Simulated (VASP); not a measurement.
# MgBe2Te2O (P4mm) in VASP: notebook, part 3 of 3

VASP 6.6.1. Earlier steps stand in the parts before.

**5. Relaxation of cell and atoms, PBE**

This run uses another cell than the first one, of 22.71 Å³/atom.

The input, INCAR:

```
SYSTEM = MgBe2Te2O
ALGO = Normal ; EDIFF = 1E-6
EDIFFG = -0.01 ; ENCUT = 600
GGA = PE ; IBRION = 2
ISIF = 3 ; ISMEAR = 0
LASPH = .True. ; LCHARG = .False.
LREAL = .False. ; LWAVE = .False.
NELM = 80 ; NSW = 100
PREC = Accurate ; SIGMA = 0.1
```

The input, KPOINTS:

```
k-points
0
Gamma
  10 10 4
  0 0 0
```

The input, POSCAR:

```
MgBe2Te2O
1.0
    3.6739164397      0.0000000000      0.0000000000
    0.0000000000      3.6739164397      0.0000000000
    0.0000000000      0.0000000000     10.0934969135
Mg Be Te O
1 2 2 1
Direct
    0.0000000000      0.0000000000      0.6060688736
    0.5000000000      0.0000000000      0.1458968895
    0.0000000000      0.5000000000      0.1458968895
    0.5000000000      0.5000000000      0.7000950019
    0.0000000000      0.0000000000      0.3037244719
    0.5000000000      0.5000000000      0.0983179236
```

Potentials or basis: VASP PAW PBE potentials, release 64 (Mg, Be, Te, O).

Started as:

```
$ cat potpaw_PBE.64/Mg/POTCAR potpaw_PBE.64/Be/POTCAR potpaw_PBE.64/Te/POTCAR potpaw_PBE.64/O/POTCAR > POTCAR
$ mpirun -np 1 vasp_std > vasp.out
```

OUTCAR:

```text
SYSTEM = MgBe2Te2O
   EDIFF = 1E-6
   EDIFFG = -0.01
   ENCUT = 600
   GGA = PE
   IBRION = 2
   ISIF = 3
   ISMEAR = 0
   LASPH = .True.
   LREAL = .False.
   NELM = 80
   NSW = 100
   PREC = Accurate

 ion  position               nearest neighbor table
   1  0.000  0.000  0.606-   4 2.77   4 2.77   4 2.77   4 2.77   5 3.05
   2  0.500  0.000  0.146-   6 1.90   6 1.90   5 2.43   5 2.43
   3  0.000  0.500  0.146-   6 1.90   6 1.90   5 2.43   5 2.43
   4  0.500  0.500  0.700-   1 2.77   1 2.77   1 2.77   1 2.77
   5  0.000  0.000  0.304-   2 2.43   3 2.43   3 2.43   2 2.43   1 3.05
   6  0.500  0.500  0.098-   2 1.90   3 1.90   2 1.90   3 1.90

  LATTYP: Found a simple tetragonal cell.
 ALAT       =     3.6739164397
 C/A-ratio  =     2.7473398155

  Lattice vectors:

 A1 = (   3.6739164397,   0.0000000000,   0.0000000000)
 A2 = (   0.0000000000,   3.6739164397,   0.0000000000)
 A3 = (   0.0000000000,   0.0000000000,  10.0934969135)

Analysis of symmetry for initial positions (statically):
=====================================================================
 Subroutine PRICEL returns:
 Original cell was already a primitive cell.

 Routine SETGRP: Setting up the symmetry group for a
 simple tetragonal supercell.

 Subroutine GETGRP returns: Found  8 space group operations
 (whereof  8 operations were pure point group operations)
 out of a pool of 16 trial point group operations.

The static configuration has the point symmetry C_4v.

Analysis of symmetry for dynamics (positions and initial velocities):
=====================================================================
 Subroutine PRICEL returns:
 Original cell was already a primitive cell.

 Routine SETGRP: Setting up the symmetry group for a
 simple tetragonal supercell.

 Subroutine GETGRP returns: Found  8 space group operations
 (whereof  8 operations were pure point group operations)
 out of a pool of 16 trial point group operations.

The dynamic configuration has the point symmetry C_4v.

[... 131 lines left out ...]
   GGA     = PE    functional components
   LHFCALC =     F    Hartree Fock is set to
   AEXX    =    0.0000 exact exchange contribution
   IVDW    =     0    specifies the selected vdW correction
   LEPSILON=     F    determine dielectric tensor
   LRPA    =     F    only Hartree local field effects (RPA)
 conjugate gradient relaxation of ions
 non-spin polarized calculation
 Gauss-broadening in eV      SIGMA  =   0.10
  energy-cutoff  :      600.00
  volume of cell :      136.24
 maximum number of plane-waves:      4584
 NGX is ok and might be reduce to    30
   NGX = 15   NGY = 15   NGZ = 41

--------------------------------------- Ionic step        1  -------------------------------------------

 number of electron      23.9999996 magnetization

 Free energy of the ion-electron system (eV)
  ---------------------------------------------------
  ext. energy  EPLUGINS =         0.00000000
  ---------------------------------------------------
  free energy    TOTEN  =       -24.00809484 eV

  energy without entropy =      -24.00318507  energy(sigma->0) =      -24.00563996

------------------------ aborting loop because EDIFF is reached ----------------------------------------

  FORCE on cell =-STRESS in cart. coord.  units (eV):
  Direction    XX          YY          ZZ          XY          YZ          ZX
  --------------------------------------------------------------------------------------
  -------------------------------------------------------------------------------------
  Total        0.0554343      0.0554343      0.0457614      0.0000000      0.0000000     -0.0000000
  in kB        0.6519120      0.6519120      0.5381580      0.0000000      0.0000000     -0.0000000
  external PRESSURE =       0.6139940 kB  Pullay stress =       0.0000000 kB
[... 307 lines left out ...]
--------------------------------------- Ionic step        9  -------------------------------------------

 number of electron      23.9999996 magnetization

 Free energy of the ion-electron system (eV)
  ---------------------------------------------------
  ext. energy  EPLUGINS =         0.00000000
  ---------------------------------------------------
  free energy    TOTEN  =       -24.00879015 eV

  energy without entropy =      -24.00408365  energy(sigma->0) =      -24.00643690

 E-fermi :   4.3772     XC(G=0):  -8.2456

 val. band max:        4.3651159183   @ k =   0.5000   0.5000   0.0000
 cond. band min:       4.3877102095   @ k =   0.2000   0.0000   0.0000
 fundamental gap:      0.0225942912
 Fermi energy:         4.3772063880

 k-point     1 :       0.0000    0.0000    0.0000
  band No.  band energies     occupation
      1     -15.3974      2.00000
      2      -8.9635      2.00000
      3      -7.5619      2.00000
      4      -2.2860      2.00000
      5      -2.2860      2.00000
      6      -1.6150      2.00000
[... 433 lines left out ...]
      3      -7.2694      2.00000
      4      -2.8102      2.00000
      5      -2.1404      2.00000
      6      -1.3422      2.00000
[... 8 lines left out ...]
     15       7.1743      0.00000
     16       7.9159      0.00000

 [... further k-points ...]
[... 5 lines left out ...]
  --------------------------------------------------------------------------------------
  -------------------------------------------------------------------------------------
  Total        0.0045334      0.0045334     -0.0018965      0.0000000      0.0000000      0.0000000
  in kB        0.0532421      0.0532421     -0.0222726      0.0000000      0.0000000      0.0000000
  external PRESSURE =       0.0280705 kB  Pullay stress =       0.0000000 kB
[... 21 lines left out ...]
  FREE ENERGIE OF THE ION-ELECTRON SYSTEM (eV)
  ---------------------------------------------------
  free  energy   TOTEN  =       -24.0087901460 eV

  energy  without entropy=      -24.0040836476  energy(sigma->0) =      -24.00643690

 reached required accuracy - stopping structural energy minimisation
```

Wall time 15 min (1 thread of Intel Xeon 8259CL, shared host); peak memory 0.44 GiB.

Results:

```
Free energy                           : -24.0088 eV
Relaxed volume                        : 22.74 Å³/atom
Relaxed cell                          : a = 3.680 Å, b = 3.680 Å, c = 10.075 Å, α = 90.00°, β = 90.00°, γ = 90.00°
Space group after relaxing (to 0.1 Å) : P4mm (No. 99)
Energy gained by relaxing             : 0.1 meV/atom
Ionic steps                           : 9
Pressure after relaxing               : 0.0 GPa
Largest force after relaxing          : 0.009 eV/Å
Band gap on the k mesh                : zero (bands 12 and 13 overlap by 0.59 eV)
```

Forces in eV/Å, atoms in the order of the input:
```
Mg   0.000  0.000  0.002
Be   0.000  0.000  0.000
Be   0.000  0.000  0.000
Te   0.000  0.000  0.000
Te   0.000  0.000 -0.009
O    0.000  0.000  0.007
```

Step by step:
```
step  energy change (eV)  largest force (eV/Å)  pressure (GPa)  volume (Å³)
   1              0.0000                0.0547            0.06       136.24
   2             -0.0002                0.0372           -0.03       136.41
   3             -0.0002                0.0353           -0.08       136.49
   4             -0.0002                0.0357           -0.07       136.46
   5             -0.0004                0.0221           -0.03       136.36
   6             -0.0005                0.0252            0.06       136.22
   7             -0.0006                0.0150            0.03       136.30
   8             -0.0007                0.0152            0.02       136.36
   9             -0.0007                0.0085            0.00       136.42
```

Final structure:
```yaml
crystal:
  lattice:
    - [3.67970, 0.00000, 0.00000]
    - [0.00000, 3.67970, 0.00000]
    - [0.00000, 0.00000, 10.07527]
  atoms:
    - { symbol: Mg, position: [0.00000, 0.00000, 0.60741] }
    - { symbol: Be, position: [0.50000, 0.00000, 0.14585] }
    - { symbol: Be, position: [0.00000, 0.50000, 0.14585] }
    - { symbol: Te, position: [0.50000, 0.50000, 0.69864] }
    - { symbol: Te, position: [0.00000, 0.00000, 0.30412] }
    - { symbol: O, position: [0.50000, 0.50000, 0.09813] }
```

Caveat: semilocal functionals underestimate gaps, so a narrow gap can read as zero; spin-orbit coupling is left out, which moves the levels of the heavy elements.

**6. Overview**

```csv
task,cell,k mesh,cutoff (eV),gap on the mesh (eV),pressure (GPa),relaxed volume (Å³/atom),largest force (eV/Å)
single point,"a = 3.679, b = 3.679, c = 10.108 Å, 6 atoms, atomic positions A",10 × 10 × 4,520,none,0.1,-,0.07
relaxation of cell and atoms,"relaxed from a = 4.151, b = 4.151, c = 6.651 Å, 6 atoms, atomic positions B",4 × 4 × 4,600,none,0.0,21.38,0.03
relaxation of cell and atoms,"relaxed from a = 3.678, b = 3.678, c = 10.088 Å, 6 atoms, atomic positions C",6 × 6 × 2,600,none,0.1,22.64,0.03
relaxation of cell and atoms,"relaxed from a = 3.674, b = 3.674, c = 10.093 Å, 6 atoms, atomic positions D",10 × 10 × 4,600,none,0.0,22.74,0.01
```

Alike in all rows: level PBE; potentials or basis VASP PAW PBE potentials, release 64 (Mg, Be, Te, O); no spin polarisation; smearing gaussian 0.1 eV.

Caveats: some runs use coarse meshes; semilocal functionals underestimate gaps, so a narrow gap can read as zero; spin-orbit coupling is left out, which moves the levels of the heavy elements; a cell axis changed by over 15 % at a fixed basis, so the end point is rough (at least some runs).

Total energies depend on the potentials used, so only differences within one code and one set of settings carry meaning.
